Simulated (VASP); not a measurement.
Wanted: the native input for a VASP 6.6.1 run.

```
Task                   : single point
Functional             : PBE
Potentials or basis    : VASP PAW PBE potentials, release 64 (Ga_d, Sb)
Cutoff                 : 500 eV
k mesh                 : 6 × 6 × 6
Occupations            : fermi-dirac, width 0.02 eV
Spin                   : no spin polarisation
Dipole correction      : no
Further INCAR settings : ALGO = Normal; EDIFF = 1e-06; NBANDS = 16
```

The structure of GaSb lies in POSCAR:

```
GaSb
1.0
    0.0000000000      3.1406993343      3.1406993343
    3.1406993343      0.0000000000      3.1406993343
    3.1406993343      3.1406993343      0.0000000000
Ga Sb
1 1
Direct
    0.0000000000      0.0000000000      0.0000000000
    0.2500000000      0.2500000000      0.2500000000
```

This cell differs from its parent crystal: volume changed by +3%.

One way to write it, as run:

INCAR

```
PREC = Accurate
ENCUT = 500
EDIFF = 1E-6
ISMEAR = -1
SIGMA = 0.02
LREAL = False
LASPH = True
NELM = 120
ALGO = Normal
ISIF = 2
LWAVE = False
LCHARG = False
GGA = PE
NBANDS = 16
GGA_COMPAT = False
```

KPOINTS

```
Automatic mesh
0
Gamma
  6 6 6
```

Potentials or basis: VASP PAW PBE potentials, release 64 (Ga_d, Sb).

Run with:

```sh
$ cat potpaw_PBE.64/Ga_d/POTCAR potpaw_PBE.64/Sb/POTCAR > POTCAR
$ mpirun -np 1 vasp_std > vasp.out
```

It gave:

```yaml
Pressure: -1.2 GPa
Band_gap_on_the_k_mesh: zero (filled and empty bands touch)
```

Caveat: spin-orbit coupling is left out, which moves the levels of the heavy elements.

Run time: 14 s on 1 thread of Intel Xeon 6975P-C, on a shared host, peak memory 0.18 GiB.
